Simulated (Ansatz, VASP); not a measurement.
# Ti3Al5: VASP beside Ansatz

POSCAR

```
Ti3Al5
1.0
    3.9016290122      0.0000000000      0.0000000000
    0.0000000000      4.0227228113      0.0000000000
    0.0000000000      0.0000000000      8.5548049279
Ti Al
3 5
Direct
    0.0000000000      0.5000000000      0.2648736031
    0.0000000000      0.5000000000      0.7351263969
    0.5000000000      0.5000000000      0.0000000000
    0.0000000000      0.0000000000      0.0000000000
    0.0000000000      0.0000000000      0.5000000000
    0.5000000000      0.5000000000      0.5000000000
    0.5000000000      0.0000000000      0.2423326362
    0.5000000000      0.0000000000      0.7576673638
```

The input INCAR.step1:

```
PREC     = Accurate       # precision mode
ENCUT    = 520            # plane-wave cutoff, eV
ISMEAR   = 0              # smearing method
SIGMA    = 0.15           # smearing width, eV
LREAL    = F              # projectors in reciprocal space
LASPH    = T              # aspherical terms in the spheres
NELM     = 60             # most SCF steps
NBANDS   = 36             # bands
GGA      = PE             # functional
ALGO     = Normal         # electronic algorithm
EDIFF    = 1E-4           # SCF threshold, eV
LWAVE    = T              # write WAVECAR
LCHARG   = F              # write CHGCAR
```

Contents of INCAR.step2:

```
PREC     = Accurate       # precision mode
ENCUT    = 520            # plane-wave cutoff, eV
EDIFF    = 1E-6           # SCF threshold, eV
ISMEAR   = 0              # smearing method
SIGMA    = 0.15           # smearing width, eV
LREAL    = F              # projectors in reciprocal space
LASPH    = T              # aspherical terms in the spheres
NELM     = 60             # most SCF steps
ALGO     = Normal         # electronic algorithm
ISIF     = 2              # what is computed and relaxed
LWAVE    = F              # write WAVECAR
LCHARG   = F              # write CHGCAR
METAGGA  = R2SCAN         # meta-GGA
LMIXTAU  = T            
NBANDS   = 36             # bands
ISTART   = 1
```

Contents of KPOINTS:

```
regular mesh
0
Gamma
  10 10 6
```

Input for Ansatz:

```yaml
crystal:
  lattice:
    - [3.9016290122, 0.0, 0.0]
    - [0.0, 4.0227228113, 0.0]
    - [0.0, 0.0, 8.5548049279]
  atoms:
    - { symbol: Ti, position: [0.0, 0.5, 0.2648736031] }
    - { symbol: Ti, position: [0.0, 0.5, 0.7351263969] }
    - { symbol: Ti, position: [0.5, 0.5, 0.0] }
    - { symbol: Al, position: [0.0, 0.0, 0.0] }
    - { symbol: Al, position: [0.0, 0.0, 0.5] }
    - { symbol: Al, position: [0.5, 0.5, 0.5] }
    - { symbol: Al, position: [0.5, 0.0, 0.2423326362] }
    - { symbol: Al, position: [0.5, 0.0, 0.7576673638] }
basis:
  ecutwfc: 500
kpoints:
  mp_grid: { grid: [10, 10, 6] }
hamiltonian:
  xc: r2scan
scf:
  occupations: { method: gaussian, width: 0.15 }
output:
  forces: true
  stress: true
  eigenvalues: true
```

Change from the starting cell: strain +0.0600 x Voigt [0, 0, 1, 0, 0, 0], atoms carried along.

Alike in both runs: task single point; functional r2SCAN; k mesh 10 × 10 × 6; occupations gaussian, width 0.15 eV; no spin polarisation.

|  | VASP | Ansatz |
| --- | --- | --- |
| version | VASP 6.6.1 | Ansatz 0.2.0 |
| potentials or method | VASP PAW PBE potentials, release 64 (Ti_sv, Al), cutoff 520 eV | scalar-relativistic, plane waves, PAW |
| valence electrons in the cell | 51 | 51 |

```tsv
	VASP	Ansatz	Ansatz less VASP
gap on the k mesh at the Fermi level (eV)	none	none	-
pressure (GPa)	-6.1	-6.1	0.00
traceless stress, the component that is largest in VASP (GPa)	-5.25	-5.25	+0.005
rms of the force components (eV/Å)	0.052	0.052	-0.0001
```

VASP's potentials were made for PBE, not for r2SCAN. Atom by atom the forces differ by 0.002 eV/Å (rms over components). A gap of «none» marks a metal or a gap that the smearing closes.
